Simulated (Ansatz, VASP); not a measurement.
## CoH4 in VASP and in Ansatz

```xyz
5
Lattice="3.8691 0.0000 0.0000 0.0000 3.8691 0.0000 0.0000 0.0000 3.0616" Properties=species:S:1:pos:R:3 pbc="T T T"
Co    0.0000    0.0000    0.0000
H     1.9346    1.9346    2.4733
H     1.9346    1.9346    0.5882
H     0.0000    1.9346    1.2369
H     1.9346    0.0000    1.8246
```

Alike in both runs: task relaxation of cell and atoms; functional PBE; k mesh 4 × 4 × 6; occupations gaussian, width 0.1 eV; collinear spin.

```csv
,VASP,Ansatz
version,VASP 6.6.1,Ansatz 0.2.0
potentials or method,"VASP PAW PBE potentials, release 64 (Co, H), cutoff 600 eV","scalar-relativistic, plane waves, PAW"
valence electrons in the cell,13,21
```

```csv
,VASP,Ansatz,Ansatz less VASP
"gap on the k mesh at the Fermi level, each at its own relaxed structure (eV)",none,none,-
net moment per atom (μB),0.24,0.24,0.000
size of the moment on the site where the two differ most (μB),1.13,1.08,-0.049
relaxed volume (Å³/atom),4.69,4.71,+0.016
relaxed cell length with the largest relative difference (Å),2.957,2.964,+0.0063
```

Site moments also hang on the region over which each program counts them. A gap of «none» marks a metal or a gap that the smearing closes. VASP's potentials hold 13 valence electrons a cell and Ansatz's 21, so a difference there can come from the potentials and not from the codes.

The k mesh is coarse, so the values compare programs but aren't converged. Noted on VASP's run: the volume moved by over 15 % at a fixed basis, so the end points are rough.
